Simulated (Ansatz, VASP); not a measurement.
Two plane-wave programs on HfC

INCAR

```
SYSTEM = HfC
PREC = Accurate
ENCUT = 520
EDIFF = 1E-6
ISMEAR = 1
SIGMA = 0.1
LREAL = .FALSE.
LASPH = .TRUE.
NELM = 60
ALGO = Normal
ISIF = 2
LWAVE = .FALSE.
LCHARG = .FALSE.
GGA = B5
ALDAX = 1.0
AGGAX = 1.0
AGGAC = 1.0
ALDAC = 0.0
NBANDS = 22
```

File KPOINTS:

```
Automatic mesh
0
G
  9 9 5
  0 0 0
```

The input POSCAR:

```
HfC
1.0
    3.3428660500      0.0000000000      0.0000000000
   -1.6714330300      2.8950069200      0.0000000000
    0.0000000000      0.0000000000      5.2027140000
Hf C
2 2
Direct
    0.6666666667      0.3333333333      0.7500000000
    0.3333333333      0.6666666667      0.2500000000
    0.0000000000      0.0000000000      0.0000000000
    0.0000000000      0.0000000000      0.5000000000
```

Input for Ansatz:

```yaml
crystal:
  lattice:
    - [3.34286605, 0.0, 0.0]
    - [-1.67143303, 2.89500692, 0.0]
    - [0.0, 0.0, 5.202714]
  atoms:
    - { symbol: Hf, position: [0.6666666666666666, 0.3333333333333333, 0.75] }
    - { symbol: Hf, position: [0.3333333333333333, 0.6666666666666666, 0.25] }
    - { symbol: C, position: [0.0, 0.0, 0.0] }
    - { symbol: C, position: [0.0, 0.0, 0.5] }
basis:
  ecutwfc: 462.593566181796
kpoints:
  mp_grid:
    grid: [9, 9, 5]
hamiltonian:
  xc: blyp
  pseudopotentials:
    kind: paw
scf:
  occupations:
    method: cold
    width: 0.1
output:
  forces: true
  stress: true
```

Alike in both runs: task single point; functional BLYP; k mesh 9 × 9 × 5; no spin polarisation.

```csv
,VASP,Ansatz
version,VASP 6.6.1,Ansatz 0.2.0
potentials or method,"VASP PAW PBE potentials, release 64 (Hf_pv, C), cutoff 520 eV","plane waves, PAW"
occupations,"methfessel-paxton of order 1, width 0.1 eV","cold, width 0.1 eV"
valence electrons in the cell,28,60
```

|  | VASP | Ansatz | Ansatz less VASP |
| --- | --- | --- | --- |
| pressure (GPa) | 6.7 | 6.6 | -0.07 |
| traceless stress, the component that is largest in VASP (GPa) | 4.39 | 4.18 | -0.215 |

VASP's potentials were made for PBE, not for BLYP. VASP's potentials hold 28 valence electrons a cell and Ansatz's 60, so a difference there can come from the potentials and not from the codes.

Spin-orbit coupling is off throughout.
